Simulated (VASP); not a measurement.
Wanted: the native input for a VASP 6.6.1 run.

```
Task                   : single point
Functional             : PBE
Potentials or basis    : VASP PAW PBE potentials, release 64 (Ba_sv, Si, S)
Cutoff                 : 520 eV
k mesh                 : 4 × 4 × 4
Occupations            : gaussian, width 0.1 eV
Spin                   : no spin polarisation
Dipole correction      : no
Further INCAR settings : ALGO = Normal; EDIFF = 1e-06; NBANDS = 28
```

The structure of Ba3SiS lies in POSCAR:

```
Ba3SiS
1.0
    5.5043729000      0.0000000000      0.0000000000
    0.0000000000      5.5043729000      0.0000000000
    0.0000000000      0.0000000000      5.5043729000
Ba Si S
3 1 1
Direct
    0.5000000000      0.5000000000      0.0000000000
    0.5000000000      0.0000000000      0.5000000000
    0.0000000000      0.5000000000      0.5000000000
    0.0000000000      0.0000000000      0.0000000000
    0.5000000000      0.5000000000      0.5000000000
```

One way to write it, as run:

INCAR

```
ALGO = Normal ; EDIFF = 1E-6
ENCUT = 520 ; GGA = PE
ISIF = 2 ; ISMEAR = 0
LASPH = T ; LCHARG = T
LELF = T ; LREAL = F
LVHAR = T ; LWAVE = F
NBANDS = 28 ; NELM = 80
PREC = Accurate ; SIGMA = 0.1
```

KPOINTS

```
k-points
0
Gamma
  4 4 4
```

Potentials or basis: VASP PAW PBE potentials, release 64 (Ba_sv, Si, S).

The run is started by

```sh
$ cat potpaw_PBE.64/Ba_sv/POTCAR potpaw_PBE.64/Si/POTCAR potpaw_PBE.64/S/POTCAR > POTCAR
$ mpirun -np 1 vasp_std > vasp.out
```

It gave:

The pressure is 11.1 GPa and the band gap on the k mesh is zero (band 20 reaches 3.45 eV, above the bottom of band 21 at 3.33 eV).

Caveat: spin-orbit coupling is left out, which moves the levels of the heavy elements.

Wall time 42 s on 1 thread of AMD EPYC 9R45 (Zen 5), on a shared host, peak memory 0.23 GiB.
